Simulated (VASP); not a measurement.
Here is a VASP 6.6.1 calculation.

INCAR

```
SYSTEM = Bi2Se3
PREC     = Accurate       ! precision mode
ENCUT    = 520            ! plane-wave cutoff, eV
EDIFF    = 1E-8           ! SCF threshold, eV
ISMEAR   = -1             ! smearing method
SIGMA    = 0.03           ! smearing width, eV
LREAL    = .False.        ! projectors in reciprocal space
LASPH    = .True.         ! aspherical terms in the spheres
NELM     = 80             ! most SCF steps
ALGO     = Normal         ! electronic algorithm
ISIF     = 2              ! what is computed and relaxed
LWAVE    = .False.        ! write WAVECAR
LCHARG   = .False.        ! write CHGCAR
GGA      = PS             ! functional
LEFG     = .True.       
NBANDS   = 32             ! bands
```

File KPOINTS:

```
Automatic mesh
0
Gamma
  6 6 6
  0 0 0
```

File POSCAR:

```
Bi2Se3
1.0
    2.0507843038      1.1840208698      9.5453300000
   -2.0507843038      1.1840208698      9.5453300000
    0.0000000000     -2.3680417398      9.5453300000
Bi Se
2 3
Direct
    0.4008000000      0.4008000000      0.4008000000
    0.5992000000      0.5992000000      0.5992000000
    0.0000000000      0.0000000000      0.0000000000
    0.2117000000      0.2117000000      0.2117000000
    0.7883000000      0.7883000000      0.7883000000
```

Potentials or basis: VASP PAW PBE potentials, release 64 (Bi_d, Se).

Command:

```sh
$ cat potpaw_PBE.64/Bi_d/POTCAR potpaw_PBE.64/Se/POTCAR > POTCAR
$ mpirun -np 1 vasp_std > vasp.out
```

Estimate the largest force.

0.266 eV/Å.

Predict the band gap on the k mesh.

0.16 eV.

What does it give for the pressure?

1.0 GPa.

Stress tensor (GPa, compression positive):
```
1.16 0.00 0.00
0.00 1.16 0.00
0.00 0.00 0.77
```

Caveat: the cell differs from its parent crystal (equal xx and yy strain of -1 %); without QUAD_EFG the Cq values of the log hold for a quadrupole moment of 1 mb, not for the nuclei; the PAW data sets were made with another functional, which shifts forces and pressure a little; spin-orbit coupling is left out, which moves the levels of the heavy elements. A k mesh can miss the band edges.
